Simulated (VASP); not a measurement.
Input of a VASP 6.6.1 run:

Contents of INCAR:

```
PREC = Accurate
ENCUT = 520
EDIFF = 1E-7
ISMEAR = 0
SIGMA = 0.1
LREAL = F
LASPH = T
NELM = 60
ALGO = Normal
ISIF = 2
LWAVE = F
LCHARG = F
GGA = PS
NBANDS = 38
```

The input KPOINTS:

```
Automatic mesh
0
Gamma
  9 3 12
```

The input POSCAR:

```
HfSi
1.0
    3.7602084210      0.0000000000      0.0000000000
    0.0000000000     12.4409297057      0.0000000000
    0.0000000000     -4.3499871696      2.8524645349
Hf Si
4 4
Direct
    0.7500000000      0.8243564985      0.7752715108
    0.7500000000      0.3243564985      0.0221544830
    0.2500000000      0.1756435015      0.2247284892
    0.2500000000      0.6756435015      0.9778455170
    0.7500000000     -0.0430712311      0.5540971266
    0.7500000000      0.4569287689     -0.2263820511
    0.2500000000      1.0430712311      0.4459028734
    0.2500000000      0.5430712311      1.2263820511
```

Potentials or basis: VASP PAW PBE potentials, release 64 (Hf_pv, Si).

Launch:

```bash
$ cat potpaw_PBE.64/Hf_pv/POTCAR potpaw_PBE.64/Si/POTCAR > POTCAR
$ mpirun -np 1 vasp_std > vasp.out
```

(1) What does it give for the pressure?

(2) Estimate the band gap on the k mesh.

(3) Predict the largest force.

## Answers

(1) 0.1 GPa.

(2) zero (bands 28 and 29 overlap by 0.17 eV).

(3) 0.016 eV/Å.

Caveat: the PAW data sets were made with another functional, which shifts forces and pressure a little; spin-orbit coupling is left out, which moves the levels of the heavy elements.
